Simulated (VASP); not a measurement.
Wanted: the native input for a VASP 6.6.1 run.

```yaml
Task: single point
Functional: PBEsol
Potentials_or_basis: VASP PAW PBE potentials, release 64 (Sn_d, O)
Cutoff: 600 eV
k_mesh: 4 × 4 × 3
Occupations: gaussian, width 0.01 eV
Spin: no spin polarisation
Dipole_correction: no
Further_INCAR_settings: ALGO = Normal; EDIFF = 1e-06; NBANDS = 28
```

The structure of SnO lies in POSCAR:

```
SnO
1.0
    3.7986000000      0.0000000000      0.0000000000
    0.0000000000      3.7986000000      0.0000000000
    0.0000000000      0.0000000000      4.8408000000
Sn O
2 2
Direct
    0.5000000000      0.0000000000      0.2369000000
    1.0000000000      0.5000000000      0.7631000000
    1.0000000000      0.0000000000      0.0000000000
    0.5000000000      0.5000000000      0.0000000000
```

The input as run:

INCAR

```
SYSTEM = SnO
PREC = Accurate
ENCUT = 600
EDIFF = 1E-6
ISMEAR = 0
SIGMA = 0.01
LREAL = .FALSE.
LASPH = .TRUE.
NELM = 120
ALGO = Normal
ISIF = 2
LWAVE = .FALSE.
LCHARG = .TRUE.
GGA = PS
LELF = .TRUE.
LVHAR = .TRUE.
NBANDS = 28
GGA_COMPAT = .FALSE.
```

KPOINTS

```
regular mesh
0
G
  4 4 3
  0 0 0
```

Potentials or basis: VASP PAW PBE potentials, release 64 (Sn_d, O).

Launch:

```sh
$ cat potpaw_PBE.64/Sn_d/POTCAR potpaw_PBE.64/O/POTCAR > POTCAR
$ mpirun -np 1 vasp_std > vasp.out
```

Results of the run:

```
Pressure               : 0.9 GPa
Largest force          : 0.290 eV/Å
Band gap on the k mesh : 0.05 eV (least direct gap 1.92 eV)
```

Caveat: the k points lie up to 0.43 Å⁻¹ apart; semilocal functionals underestimate gaps, and a narrow one can read as zero; the PAW data sets were made with another functional, which shifts forces and pressure a little; spin-orbit coupling is left out, which moves the levels of the heavy elements.

Wall time 31 s on 1 thread of Intel(R) Xeon(R) 6975P-C (Granite Rapids), on a shared host, peak memory 0.18 GiB.
